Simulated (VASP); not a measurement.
# Na (R-3m) in VASP: further runs

The runs below take Na through relaxation of shape and atoms at fixed volume, with PBE.

Everything below comes from runs of VASP 6.6.1. Logs are shortened: lines on timing, memory, paths and dates and some standing lists are left out, and cuts for length are marked.

## 1. The cell of the first run

The typed cell holds 1 atom: a = 3.484 Å, b = 3.484 Å, c = 3.484 Å, α = 109.50°, β = 109.50°, γ = 109.50°.

## 2. Relaxation of shape and atoms at fixed volume, PBE (32.51 Å³/atom)

File INCAR:

```
SYSTEM = Na
PREC = Accurate
ENCUT = 600
EDIFF = 1E-6
ISMEAR = 0
SIGMA = 0.1
LREAL = .False.
LASPH = .True.
NELM = 60
ALGO = Fast
ISIF = 4
LWAVE = .False.
LCHARG = .False.
GGA = PE
IBRION = 2
NSW = 50
EDIFFG = -0.01
```

File KPOINTS:

```
regular mesh
0
Gamma
  18 18 18
  0 0 0
```

File POSCAR:

```
Na
1.0
    2.8452892327      1.6427285044      1.1594083726
   -2.8452892327      1.6427285044      1.1594083726
    0.0000000000     -3.2854570089      1.1594083726
Na
1
Direct
    0.0000000000      0.0000000000      0.0000000000
```

Potentials or basis: VASP PAW PBE potentials, release 64 (Na_pv).

Command:

```bash
> cat potpaw_PBE.64/Na_pv/POTCAR > POTCAR
> mpirun -np 1 vasp_std > vasp.out
```

OUTCAR:

```text
SYSTEM = Na
   PREC = Accurate
   ENCUT = 600
   EDIFF = 1E-6
   ISMEAR = 0
   LREAL = .False.
   LASPH = .True.
   NELM = 60
   ISIF = 4
   GGA = PE
   IBRION = 2
   NSW = 50
   EDIFFG = -0.01

 ion  position               nearest neighbor table
   1  0.000  0.000  0.000-

  LATTYP: Found a trigonal (rhomboedric) cell.
 ALAT       =     3.4840286353
 COS(alpha) =    -0.3338881206

  Lattice vectors:

 A1 = (   2.8452892327,   1.6427285044,   1.1594083726)
 A2 = (  -2.8452892327,   1.6427285044,   1.1594083726)
 A3 = (   0.0000000000,  -3.2854570089,   1.1594083726)

Analysis of symmetry for initial positions (statically):
=====================================================================
 Subroutine PRICEL returns:
 Original cell was already a primitive cell.

 Routine SETGRP: Setting up the symmetry group for a
 trigonal (rhombohedral) supercell.

 Subroutine GETGRP returns: Found 12 space group operations
 (whereof 12 operations were pure point group operations)
 out of a pool of 12 trial point group operations.

The static configuration has the point symmetry D_3d.

Analysis of symmetry for dynamics (positions and initial velocities):
=====================================================================
 Subroutine PRICEL returns:
 Original cell was already a primitive cell.

 Routine SETGRP: Setting up the symmetry group for a
 trigonal (rhombohedral) supercell.

 Subroutine GETGRP returns: Found 12 space group operations
 (whereof 12 operations were pure point group operations)
 out of a pool of 12 trial point group operations.

The dynamic configuration has the point symmetry D_3d.

 Subroutine INISYM returns: Found 12 space group operations
 (whereof 12 operations are pure point group operations),
 and found     1 'primitive' translations

----------------------------------------------------------------------------------------

                                     Primitive cell

  volume of cell :      32.5147

  direct lattice vectors                    reciprocal lattice vectors
     2.845289233  1.642728504  1.159408373     0.175729059  0.101457220  0.287502955
    -2.845289233  1.642728504  1.159408373    -0.175729059  0.101457220  0.287502955
     0.000000000 -3.285457009  1.159408373     0.000000000 -0.202914439  0.287502955

  length of vectors
     3.484028635  3.484028635  3.484028635     0.351898023  0.351898023  0.351898023

  position of ions in fractional coordinates (direct lattice)
     0.000000000  0.000000000  0.000000000

  ion indices of the primitive-cell ions
   primitive index   ion index
                 1           1

----------------------------------------------------------------------------------------

 KPOINTS: regular mesh

Automatic generation of k-mesh.
 Grid dimensions read from file:
 generate k-points for:   18   18   18

 Generating k-lattice:

  Cartesian coordinates                     Fractional coordinates (reciprocal lattice)
     0.009762726  0.005636512  0.015972386     0.055555556  0.000000000  0.000000000
    -0.009762726  0.005636512  0.015972386     0.000000000  0.055555556  0.000000000
     0.000000000 -0.011273024  0.015972386     0.000000000  0.000000000  0.055555556

  Length of vectors
     0.019549890  0.019549890  0.019549890

  Shift w.r.t. Gamma in fractional coordinates (k-lattice)
     0.000000000  0.000000000  0.000000000

 Subroutine IBZKPT returns following result:
 ===========================================

 Found    580 irreducible k-points:

 Following reciprocal coordinates:
            Coordinates               Weight
  0.000000  0.000000  0.000000      1.000000
  0.055556 -0.000000  0.000000      6.000000
  0.111111 -0.000000  0.000000      6.000000
  0.166667 -0.000000  0.000000      6.000000
  0.222222  0.000000  0.000000      6.000000
  0.277778 -0.000000  0.000000      6.000000
[... 16 lines left out ...]
 -0.277778  0.055556  0.000000     12.000000
 -0.222222  0.055556 -0.000000     12.000000
 [... further k-points ...]
   k-points           NKPTS =    580   k-points in BZ     NKDIM =    580   number of bands    NBANDS=      7
   number of dos      NEDOS =    301   number of ions     NIONS =      1
   total plane-waves  NPLWV =  21952
   dimension x,y,z NGX =    28 NGY =   28 NGZ =   28
   dimension x,y,z NGXF=    56 NGYF=   56 NGZF=   56
   ions per type =               1
   NGX,Y,Z   is equivalent  to a cutoff of  13.36, 13.36, 13.36 a.u.
   NGXF,Y,Z  is equivalent  to a cutoff of  26.72, 26.72, 26.72 a.u.
 SYSTEM =  Na
   PREC   = accura    normal or accurate (medium, high low for compatibility)
   ISTART =      0    job   : 0-new  1-cont  2-samecut
   ICHARG =      2    charge: 1-file 2-atom 10-const
   ISPIN  =      1    spin polarized calculation?
   LNONCOLLINEAR =      F non collinear calculations
   LSORBIT =      F    spin-orbit coupling
   LASPH  =      T    aspherical Exc in radial PAW
   ENCUT  =  600.0 eV  44.10 Ry    6.64 a.u.   6.96  6.96  6.96*2*pi/ulx,y,z
   NELM   =     60;   NELMIN=  2; NELMDL= -5     # of ELM steps
   EDIFF  = 0.1E-05   stopping-criterion for ELM
   LREAL  =      F    real-space projection
   EDIFFG = -.1E-01   stopping-criterion for IOM
   NSW    =     50    number of steps for IOM
   IBRION =      2    ionic relax: 0-MD 1-quasi-New 2-CG
   NFREE  =      1    steps in history (QN), initial steepest desc. (CG)
   ISIF   =      4    stress and relaxation
   ISYM   =      2    0-nonsym 1-usesym 2-fastsym
   POTIM  = 0.5000    time-step for ionic-motion
   TEBEG  =    0.0;   TEEND  =   0.0 temperature during run
   PSTRESS=    0.0 pullay stress
   NELECT =       7.0000    total number of electrons
   NUPDOWN=      -1.0000    fix difference up-down
   EMIN   =  10.00;   EMAX   =-10.00  energy-range for DOS
   EFERMI =   0.00;   METHOD = LEGACY
   ISMEAR =     0;   SIGMA  =   0.10  broadening in eV -4-tet -1-fermi 0-gaus
   EFERMI_NEDOS =   21; number of points for ismear=-14 and -15
   IALGO  =     68    algorithm
   IMIX   =      4    mixing-type and parameters
     AMIX     =   0.40;   BMIX     =  1.00
     AMIX_MAG =   1.60;   BMIX_MAG =  1.00
  volume/ion in A,a.u.               =      32.51       219.42
  Fermi-wavevector in a.u.,A,eV,Ry     =   0.981177  1.854156 13.098453  0.962709
  Thomas-Fermi vector in A             =   2.112164
   LORBIT       =      0    0 simple, 1 ext, 2 COOP (PROOUT), +10 PAW based schemes
   GGA     = PE    functional components
   LHFCALC =     F    Hartree Fock is set to
   AEXX    =    0.0000 exact exchange contribution
   IVDW    =     0    specifies the selected vdW correction
   LEPSILON=     F    determine dielectric tensor
   LRPA    =     F    only Hartree local field effects (RPA)
 conjugate gradient relaxation of ions
 non-spin polarized calculation
 RMM-DIIS sequential band-by-band and
 Gauss-broadening in eV      SIGMA  =   0.10
  energy-cutoff  :      600.00
  volume of cell :       32.51
 maximum number of plane-waves:      1112
   NGX = 13   NGY = 13   NGZ = 13

 number of electron       7.0000009 magnetization

 Free energy of the ion-electron system (eV)
  ---------------------------------------------------
  ext. energy  EPLUGINS =         0.00000000
  ---------------------------------------------------
  free energy    TOTEN  =        -1.29654174 eV

  energy without entropy =       -1.29439665  energy(sigma->0) =       -1.29546919

 E-fermi :   0.7388     XC(G=0):  -6.8543

 val. band max:        0.6793661147   @ k =   0.2778   0.2222   0.0000
 cond. band min:       0.7765471270   @ k =   0.5000   0.3333   0.1667
 fundamental gap:      0.0971810122
 Fermi energy:         0.7387833076

 k-point     1 :       0.0000    0.0000    0.0000
  band No.  band energies     occupation
      1     -24.0772      2.00000
      2     -24.0772      2.00000
      3     -24.0772      2.00000
      4      -2.8306      2.00000
      5      13.3389      0.00000
      6      13.3483      0.00000
      7      13.3484      0.00000

 k-point     2 :       0.0556   -0.0000    0.0000
  band No.  band energies     occupation
      1     -24.0789      2.00000
      2     -24.0778      2.00000
      3     -24.0772      2.00000
      4      -2.7707      2.00000
      5      12.5287      0.00000
      6      12.9164      0.00000
      7      13.1452      0.00000

 k-point     3 :       0.1111   -0.0000    0.0000
  band No.  band energies     occupation
      1     -24.0839      2.00000
      2     -24.0794      2.00000
      3     -24.0772      2.00000
      4      -2.5918      2.00000
      5      10.9898      0.00000
      6      12.1909      0.00000
      7      12.7247      0.00000

 k-point     4 :       0.1667   -0.0000    0.0000
  band No.  band energies     occupation
      1     -24.0915      2.00000
      2     -24.0819      2.00000
      3     -24.0772      2.00000
      4      -2.2951      2.00000
      5       9.4387      0.00000
      6      11.4971      0.00000
      7      12.2588      0.00000

 k-point     5 :       0.2222    0.0000    0.0000
  band No.  band energies     occupation
      1     -24.1008      2.00000
      2     -24.0849      2.00000
      3     -24.0772      2.00000
      4      -1.8831      2.00000
      5       7.9546      0.00000
      6      10.8923      0.00000
      7      11.8347      0.00000
[... 161 lines left out ...]
 k-point    22 :      -0.3333    0.0556   -0.0000
  band No.  band energies     occupation
      1     -24.1155      2.00000
      2     -24.0899      2.00000
      3     -24.0779      2.00000
      4      -1.0134      2.00000
      5       5.9187      0.00000
      6       9.5228      0.00000
      7      11.0850      0.00000

 k-point    23 :      -0.2778    0.0556    0.0000
  band No.  band energies     occupation
      1     -24.1062      2.00000
      2     -24.0865      2.00000
      3     -24.0779      2.00000
      4      -1.5918      2.00000
      5       7.2710      0.00000
      6       9.9512      0.00000
      7      11.4367      0.00000

 k-point    24 :      -0.2222    0.0556   -0.0000
  band No.  band energies     occupation
      1     -24.0968      2.00000
      2     -24.0832      2.00000
      3     -24.0778      2.00000
      4      -2.0598      2.00000
      5       8.7034      0.00000
      6      10.4846      0.00000
      7      11.8632      0.00000

 [... further k-points ...]

------------------------ aborting loop because EDIFF is reached ----------------------------------------

  FORCE on cell =-STRESS in cart. coord.  units (eV):
  Direction    XX          YY          ZZ          XY          YZ          ZX
  --------------------------------------------------------------------------------------
  -------------------------------------------------------------------------------------
  Total        0.2560477      0.2560477      0.2627042      0.0000000     -0.0000000      0.0000000
  in kB       12.6168667     12.6168667     12.9448718      0.0000000     -0.0000000      0.0000000
  external PRESSURE =      12.7262017 kB  Pullay stress =       0.0000000 kB

 VOLUME and BASIS-vectors are now :
 -----------------------------------------------------------------------------
  energy-cutoff  :      600.00
  volume of cell :       32.51
      direct lattice vectors                 reciprocal lattice vectors
     2.845289233  1.642728504  1.159408373     0.175729059  0.101457220  0.287502955
    -2.845289233  1.642728504  1.159408373    -0.175729059  0.101457220  0.287502955
     0.000000000 -3.285457009  1.159408373     0.000000000 -0.202914439  0.287502955

 POSITION                                       TOTAL-FORCE (eV/Angst)
 -----------------------------------------------------------------------------------
      0.00000      0.00000      0.00000         0.000000      0.000000      0.000000
 -----------------------------------------------------------------------------------
    total drift:                               -0.000000      0.000000      0.000000

  FREE ENERGIE OF THE ION-ELECTRON SYSTEM (eV)
  ---------------------------------------------------
  free  energy   TOTEN  =        -1.2965417358 eV

  energy  without entropy=       -1.2943966525  energy(sigma->0) =       -1.29546919

 reached required accuracy - stopping structural energy minimisation
```

Run time: 55 s. Hardware: 1 thread of AMD EPYC 9R45 (Zen 5), shared host; peak memory 0.24 GiB.

Results:

* Free energy: -1.2965 eV
* Pressure after relaxing: 1.3 GPa
* Band gap on the k mesh: zero (an odd number of electrons rules out a gap without spin polarisation)

Final structure:
```
CELL_PARAMETERS angstrom
2.84529 1.64273 1.15941
-2.84529 1.64273 1.15941
0.00000 -3.28546 1.15941
ATOMIC_POSITIONS crystal
Na 0.00000 0.00000 0.00000
```

(Continued in part 2 of 2.)

The gap in the log of VASP goes by the Fermi energy; the results here count the filled bands.